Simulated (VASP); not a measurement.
**MgF2 (rutile type): relaxation of shape and atoms at fixed volume with PBEsol**

The system is MgF2 (rutile type).

```
CELL_PARAMETERS angstrom
4.44572 0.00000 0.00000
0.00000 4.44572 0.00000
0.00000 0.00000 2.93470
ATOMIC_POSITIONS crystal
Mg 0.00000 0.00000 0.00000
Mg 0.50000 0.50000 0.50000
F 0.30339 0.30339 0.00000
F 0.69661 0.69661 0.00000
F 0.80339 0.19661 0.50000
F 0.19661 0.80339 0.50000
```

- Program: VASP 6.6.1
- Task: relaxation of shape and atoms at fixed volume
- Functional: PBEsol
- Potentials or basis: VASP PAW PBE potentials, release 64 (Mg, F)
- Cutoff: 600 eV
- k mesh: 7 × 7 × 10
- Occupations: fermi-dirac, width 0.08 eV
- Spin: no spin polarisation
- Dipole correction: no
- Further INCAR settings: ALGO = Normal; EDIFF = 1e-07; IBRION = 2; EDIFFG = -0.005; NSW = 50; ISIF = 4

| Quantity | Value |
| --- | --- |
| Energy gained by relaxing | 1.3 meV/atom |
| Ionic steps | 5 |
| Pressure after relaxing | 15.6 GPa |
| Band gap on the k mesh | 7.75 eV |

Step by step:
```tsv
step	energy change (eV)	largest force (eV/Å)	pressure (GPa)	volume (Å³)
1	0.0000	0.2333	15.95	58.00
2	-0.0076	0.0084	15.65	58.00
3	-0.0076	0.0092	15.65	58.00
4	-0.0076	0.0057	15.65	58.00
5	-0.0076	0.0003	15.64	58.00
```

Final structure:
```
Mg F
1.0
     4.43184    0.00000    0.00000
     0.00000    4.43184    0.00000
     0.00000    0.00000    2.95311
Mg F
2 4
Direct
  0.00000 0.00000 0.00000
  0.50000 0.50000 0.50000
  0.30177 0.30177 0.00000
  0.69823 0.69823 0.00000
  0.80177 0.19823 0.50000
  0.19823 0.80177 0.50000
```

Levels at points of the mesh, in eV from the valence-band top:
```csv
k point,band 13,band 14,band 15,band 16,band 17,band 18,band 19,band 20
"(0.00, 0.00, 0.00)",-0.76,-0.33,-0.33,0.00,7.75,12.81,12.81,14.06
"(0.00, 0.00, 0.50)",-1.45,-1.45,-1.01,-1.01,12.63,12.63,15.53,15.53
```

Wall time 4.9 min on 1 thread of Oxide Virtual Turin-like Processor, with other jobs on the host, peak memory 0.19 GiB.

Caveat: the PAW data sets were made with another functional, which shifts forces and pressure a little. A k mesh can miss the band edges.
